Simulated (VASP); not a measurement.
# HfC (Fm-3m) in VASP: further runs

The runs below take HfC through single point, with HSE06.

Program: VASP 6.6.1. These are calculated values, not measurements. Logs are shortened: lines on timing, memory, paths and dates and some standing lists are left out, and cuts for length are marked.

## 1. The cell of the first run

It takes space group Fm-3m (No. 225, cubic). The conventional cell has a = 4.645 Å, b = 4.645 Å, c = 4.645 Å, α = 90.00°, β = 90.00°, γ = 90.00°. Hf (site symmetry m-3m) has 6 C at 2.32 Å within 3.1 Å. Within 3.1 Å of C (site symmetry m-3m) lie 6 Hf at 2.32 Å.

## 2. Single point, HSE06

Contents of POSCAR:

```
HfC
1.0
    0.0000000000      2.3225486489      2.3225486489
    2.3225486489      0.0000000000      2.3225486489
    2.3225486489      2.3225486489      0.0000000000
Hf C
1 1
Direct
    0.5000000000      0.5000000000      0.5000000000
    0.0000000000      0.0000000000      0.0000000000
```

Contents of INCAR.step1:

```
PREC     = Accurate       # precision mode
ENCUT    = 520            # plane-wave cutoff, eV
EDIFF    = 1E-5           # SCF threshold, eV
ISMEAR   = -1             # smearing method
SIGMA    = 0.05           # smearing width, eV
LREAL    = F              # projectors in reciprocal space
LASPH    = T              # aspherical terms in the spheres
NELM     = 60             # most SCF steps
ALGO     = Normal         # electronic algorithm
ISIF     = 2              # what is computed and relaxed
LWAVE    = T              # write WAVECAR
GGA      = PE             # functional
NBANDS   = 14             # bands
```

Contents of INCAR.step2:

```
PREC     = Accurate       # precision mode
ENCUT    = 520            # plane-wave cutoff, eV
EDIFF    = 1E-6           # SCF threshold, eV
ISMEAR   = -1             # smearing method
SIGMA    = 0.05           # smearing width, eV
LREAL    = F              # projectors in reciprocal space
LASPH    = T              # aspherical terms in the spheres
NELM     = 60             # most SCF steps
ALGO     = Normal         # electronic algorithm
ISIF     = 2              # what is computed and relaxed
LWAVE    = F              # write WAVECAR
LCHARG   = T              # write CHGCAR
GGA      = PE             # functional
LHFCALC  = T              # exact exchange
HFSCREEN = 0.2079         # screening, 1/A
PRECFOCK = Normal       
LELF     = T              # ELF
LVHAR    = T            
ISTART   = 1            
NBANDS   = 14             # bands
```

Contents of KPOINTS:

```
regular mesh
0
Gamma
  5 5 5
```

Potentials or basis: VASP PAW PBE potentials, release 64 (Hf_pv, C).

The run is started by

```
cat potpaw_PBE.64/Hf_pv/POTCAR potpaw_PBE.64/C/POTCAR > POTCAR
cp INCAR.step1 INCAR
mpirun -np 1 vasp_std > vasp.out
cp INCAR.step2 INCAR
mpirun -np 1 vasp_std > vasp.out
```

OUTCAR:

```text
PREC = Accurate
   ENCUT = 520
   EDIFF = 1E-6
   ISMEAR = -1
   LREAL = F
   LASPH = T
   NELM = 60
   ISIF = 2
   GGA = PE
   LHFCALC = T
   HFSCREEN = 0.2079
   PRECFOCK = Normal
   ISTART = 1

 ion  position               nearest neighbor table
   1  0.500  0.500  0.500-   2 2.32   2 2.32   2 2.32   2 2.32   2 2.32   2 2.32
   2  0.000  0.000  0.000-   1 2.32   1 2.32   1 2.32   1 2.32   1 2.32   1 2.32

  LATTYP: Found a face centered cubic cell.
 ALAT       =     4.6450972978

  Lattice vectors:

 A1 = (   0.0000000000,   2.3225486489,   2.3225486489)
 A2 = (   2.3225486489,   0.0000000000,   2.3225486489)
 A3 = (   2.3225486489,   2.3225486489,   0.0000000000)

Analysis of symmetry for initial positions (statically):
=====================================================================
 Subroutine PRICEL returns:
 Original cell was already a primitive cell.

 Routine SETGRP: Setting up the symmetry group for a
 face centered cubic supercell.

 Subroutine GETGRP returns: Found 48 space group operations
 (whereof 48 operations were pure point group operations)
 out of a pool of 48 trial point group operations.

The static configuration has the point symmetry O_h .

Analysis of symmetry for dynamics (positions and initial velocities):
=====================================================================
 Subroutine PRICEL returns:
 Original cell was already a primitive cell.

 Routine SETGRP: Setting up the symmetry group for a
 face centered cubic supercell.

 Subroutine GETGRP returns: Found 48 space group operations
 (whereof 48 operations were pure point group operations)
 out of a pool of 48 trial point group operations.

The dynamic configuration has the point symmetry O_h .

 Subroutine INISYM returns: Found 48 space group operations
 (whereof 48 operations are pure point group operations),
 and found     1 'primitive' translations

----------------------------------------------------------------------------------------

                                     Primitive cell

  volume of cell :      25.0567

  direct lattice vectors                    reciprocal lattice vectors
     0.000000000  2.322548649  2.322548649    -0.215280744  0.215280744  0.215280744
[... 84 lines left out ...]
   EMIN   =  10.00;   EMAX   =-10.00  energy-range for DOS
   EFERMI =   0.00;   METHOD = LEGACY
   ISMEAR =    -1;   SIGMA  =   0.05  broadening in eV -4-tet -1-fermi 0-gaus
   EFERMI_NEDOS =   21; number of points for ismear=-14 and -15
   IALGO  =     38    algorithm
   IMIX   =      1    mixing-type and parameters
     AMIX     =   0.40;   BMIX     =  1.00
     AMIX_MAG =   1.60;   BMIX_MAG =  1.00
  volume/ion in A,a.u.               =      12.53        84.55
  Fermi-wavevector in a.u.,A,eV,Ry     =   1.348371  2.548051 24.736806  1.818104
  Thomas-Fermi vector in A             =   2.476045
   LORBIT       =      0    0 simple, 1 ext, 2 COOP (PROOUT), +10 PAW based schemes
   GGA     = PE    functional components
   LHFCALC =     T    Hartree Fock is set to
   PRECFOCK=normal    Normal, Fast or Accurate (Low or Medium for compatibility)
   ENCUT4O =  -1.0   cutoff for four orbital integrals eV
   NKREDX  =     1    reduce k-point grid by
   NKREDY  =     1    reduce k-point grid by
   NKREDZ  =     1    reduce k-point grid by
   AEXX    =    0.2500 exact exchange contribution
   HFSCREEN=    0.2079 screening length (either q_TF or 0.3 A-1)
   HFSCREENC=   0.2079 screening length for correlation (either q_TF or 0.3 A-1)
   ENCUTFOCK=  -1.0 apply spherical cutoff to Coloumb kernel
   IVDW    =     0    specifies the selected vdW correction
   LEPSILON=     F    determine dielectric tensor
   LRPA    =     F    only Hartree local field effects (RPA)
 non-spin polarized calculation
  energy-cutoff  :      520.00
  volume of cell :       25.06
 maximum number of plane-waves:       687
  NGX = 20; NGY = 20; NGZ = 20

 number of electron      14.0000001 magnetization

 Free energy of the ion-electron system (eV)
  ---------------------------------------------------
  ext. energy  EPLUGINS =         0.00000000
  ---------------------------------------------------
  free energy    TOTEN  =       -23.96605976 eV

  energy without entropy =      -23.95916351  energy(sigma->0) =      -23.96261163

 E-fermi :   5.4403     XC(G=0): -10.0720

 val. band max:        5.3664510005   @ k =   0.4000   0.4000   0.0000
 cond. band min:       6.1022556909   @ k =   0.2000   0.2000   0.0000
 fundamental gap:      0.7358046904
 Fermi energy:         5.4402992202

 k-point     1 :       0.0000    0.0000    0.0000
  band No.  band energies     occupation
      1     -26.0099      2.00000
      2     -26.0099      2.00000
      3     -26.0099      2.00000
      4      -8.2216      2.00000
      5       6.8515      0.00000
      6       6.8515      0.00000
      7       6.8515      0.00000
      8       7.7120      0.00000
      9       7.7120      0.00000
     10       7.7120      0.00000
     11       9.6853      0.00000
     12       9.6853      0.00000
     13      13.6396      0.00000
     14      17.6215      0.00000
[... 139 lines left out ...]
      1     -26.5677      2.00000
      2     -26.3868      2.00000
      3     -26.2181      2.00000
      4      -5.2739      2.00000
      5       1.2848      2.00000
      6       2.7148      2.00000
      7       3.0268      2.00000
      8       9.0669      0.00000
      9      11.4293      0.00000
     10      13.3320      0.00000
     11      13.6441      0.00000
     12      16.1585      0.00000
     13      19.0595      0.00000
     14      20.2956      0.00000

------------------------ aborting loop because EDIFF is reached ----------------------------------------

  FORCE on cell =-STRESS in cart. coord.  units (eV):
  Direction    XX          YY          ZZ          XY          YZ          ZX
  --------------------------------------------------------------------------------------
  -------------------------------------------------------------------------------------
  Total       -0.4624523     -0.4624523     -0.4624523     -0.0000000      0.0000000     -0.0000000
  in kB      -29.5701160    -29.5701160    -29.5701160     -0.0000000      0.0000000     -0.0000000
  external PRESSURE =     -29.5701160 kB  Pullay stress =       0.0000000 kB

 VOLUME and BASIS-vectors are now :
 -----------------------------------------------------------------------------
  energy-cutoff  :      520.00
  volume of cell :       25.06
      direct lattice vectors                 reciprocal lattice vectors
     0.000000000  2.322548649  2.322548649    -0.215280744  0.215280744  0.215280744
     2.322548649  0.000000000  2.322548649     0.215280744 -0.215280744  0.215280744
     2.322548649  2.322548649  0.000000000     0.215280744  0.215280744 -0.215280744

 POSITION                                       TOTAL-FORCE (eV/Angst)
 -----------------------------------------------------------------------------------
      2.32255      2.32255      2.32255        -0.000000     -0.000000     -0.000000
      0.00000      0.00000      0.00000         0.000000      0.000000      0.000000
 -----------------------------------------------------------------------------------
    total drift:                               -0.000001     -0.000000      0.000000

  FREE ENERGIE OF THE ION-ELECTRON SYSTEM (eV)
  ---------------------------------------------------
  free  energy   TOTEN  =       -23.9660597559 eV

  energy  without entropy=      -23.9591635063  energy(sigma->0) =      -23.96261163
```

OUTCAR.step1:

```text
PREC = Accurate
   ENCUT = 520
   EDIFF = 1E-5
   ISMEAR = -1
   LREAL = F
[... 374 lines left out ...]
      2.32255      2.32255      2.32255        -0.000000      0.000000      0.000000
      0.00000      0.00000      0.00000         0.000000     -0.000000      0.000000
 -----------------------------------------------------------------------------------
    total drift:                                0.000000     -0.000000      0.000000

  FREE ENERGIE OF THE ION-ELECTRON SYSTEM (eV)
  ---------------------------------------------------
  free  energy   TOTEN  =       -21.0011560900 eV

  energy  without entropy=      -20.9928512201  energy(sigma->0) =      -20.99700366
```

It took 5.8 min on 1 thread of Intel Xeon Platinum 8488C (Sapphire Rapids), shared host; peak memory 0.25 GiB.

Results:

```
Free energy            : -23.9661 eV
Pressure               : -3.0 GPa
Band gap on the k mesh : zero (bands 7 and 8 overlap by 1.48 eV)
```

Levels at points of the mesh, in eV from the Fermi level:
| k point | band 3 | band 4 | band 5 | band 6 | band 7 | band 8 | band 9 | band 10 | band 11 | band 12 |
| --- | --- | --- | --- | --- | --- | --- | --- | --- | --- | --- |
| (0.00, 0.00, 0.00) | -31.45 | -13.66 | 1.41 | 1.41 | 1.41 | 2.27 | 2.27 | 2.27 | 4.25 | 4.25 |

Caveat: the k points lie up to 0.47 Å⁻¹ apart, too coarse for converged energies and pressures of a metal; the PAW data sets were made with another functional, which shifts forces and pressure a little; spin-orbit coupling is left out, which moves the levels of the heavy elements.

## 3. Single point, HSE06

This run uses another cell than the first one, of 12.57 Å³/atom.

Contents of POSCAR:

```
HfC
1.0
    0.0000000000      2.3250000000      2.3250000000
    2.3250000000      0.0000000000      2.3250000000
    2.3250000000      2.3250000000      0.0000000000
Hf C
1 1
Direct
    0.5000000000      0.5000000000      0.5000000000
    0.0000000000      0.0000000000      0.0000000000
```

Contents of INCAR.step1:

```
SYSTEM = HfC
PREC = Accurate
ENCUT = 520
EDIFF = 1E-5
ISMEAR = -1
SIGMA = 0.05
LREAL = .False.
LASPH = .True.
NELM = 100
ALGO = Normal
ISIF = 2
LWAVE = .True.
LCHARG = .False.
GGA = PE
NBANDS = 14
```

Contents of INCAR.step2:

```
SYSTEM = HfC
PREC = Accurate
ENCUT = 520
EDIFF = 1E-6
ISMEAR = -1
SIGMA = 0.05
LREAL = .False.
LASPH = .True.
NELM = 100
ALGO = Normal
ISIF = 2
LWAVE = .False.
LCHARG = .False.
GGA = PE
LHFCALC = .True.
HFSCREEN = 0.2079
PRECFOCK = Normal
ISTART = 1
NBANDS = 14
```

Contents of KPOINTS:

```
regular mesh
0
Gamma
  5 5 5
  0 0 0
```

Potentials or basis: VASP PAW PBE potentials, release 64 (Hf_pv, C).

The run is started by

```
cat potpaw_PBE.64/Hf_pv/POTCAR potpaw_PBE.64/C/POTCAR > POTCAR
cp INCAR.step1 INCAR
mpirun -np 1 vasp_std > vasp.out
cp INCAR.step2 INCAR
mpirun -np 1 vasp_std > vasp.out
```

It took 5.3 min on 1 thread of Intel Xeon Platinum 8488C (Sapphire Rapids), shared host; peak memory 0.25 GiB.

Results (log left out):

```
Free energy            : -23.9644 eV
Pressure               : -3.7 GPa
Band gap on the k mesh : zero (bands 7 and 8 overlap by 1.49 eV)
```

Levels at points of the mesh, in eV from the Fermi level:
| k point | band 3 | band 4 | band 5 | band 6 | band 7 | band 8 | band 9 | band 10 | band 11 | band 12 |
| --- | --- | --- | --- | --- | --- | --- | --- | --- | --- | --- |
| (0.00, 0.00, 0.00) | -31.47 | -13.64 | 1.41 | 1.41 | 1.41 | 2.27 | 2.27 | 2.27 | 4.24 | 4.24 |

Caveat: the k points lie up to 0.47 Å⁻¹ apart, too coarse for converged energies and pressures of a metal; the PAW data sets were made with another functional, which shifts forces and pressure a little; spin-orbit coupling is left out, which moves the levels of the heavy elements.

The gap in the log of VASP goes by the Fermi energy; the results here count the filled bands.